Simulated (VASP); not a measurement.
Crystal: Bi6Te.

```
Bi Te
1.0
     0.00000    4.87212    4.87212
     4.87212    0.00000    4.87212
     4.87212    4.87212    0.00000
Bi Te
6 1
Direct
  0.50000 0.50000 0.00000
  0.50000 0.00000 0.50000
  0.00000 0.00000 0.50000
  0.00000 0.50000 0.00000
  0.00000 0.50000 0.50000
  0.50000 0.00000 0.00000
  0.00000 0.00000 0.00000
```

The cell was generated, and may not be a known phase.

| Quantity | Value |
| --- | --- |
| Program | VASP 6.6.1 |
| Task | relaxation of cell and atoms |
| Functional | PBE |
| Potentials or basis | VASP PAW PBE potentials, release 64 (Bi_d, Te) |
| Cutoff | 600 eV |
| k mesh | 6 × 6 × 6 |
| Occupations | gaussian, width 0.1 eV |
| Spin | no spin polarisation |

At the start: pressure 1.5 GPa; volume 33.04 Å³/atom.

Problem. Where does the relaxation end?

Solution. Over 3 steps the energy falls by 4.7 meV/atom and the volume is 34.05 Å³/atom (+3.1 %); space group Fm-3m (No. 225, to 0.1 Å) before and after.

Step by step:
| step | energy change (eV) | largest force (eV/Å) | pressure (GPa) | volume (Å³) |
| --- | --- | --- | --- | --- |
| 1 | 0.0000 | 0.0000 | 1.54 | 231.30 |
| 2 | -0.0247 | 0.0000 | -0.71 | 242.08 |
| 3 | -0.0330 | 0.0000 | 0.00 | 238.38 |

Final structure:
```xyz
7
Lattice="0.0000 4.9213 4.9213 4.9213 0.0000 4.9213 4.9213 4.9213 0.0000" Properties=species:S:1:pos:R:3 pbc="T T T"
Bi    2.4607    2.4607    4.9213
Bi    2.4607    4.9213    2.4607
Bi    2.4607    2.4607    0.0000
Bi    2.4607    0.0000    2.4607
Bi    4.9213    2.4607    2.4607
Bi    0.0000    2.4607    2.4607
Te    0.0000    0.0000    0.0000
```
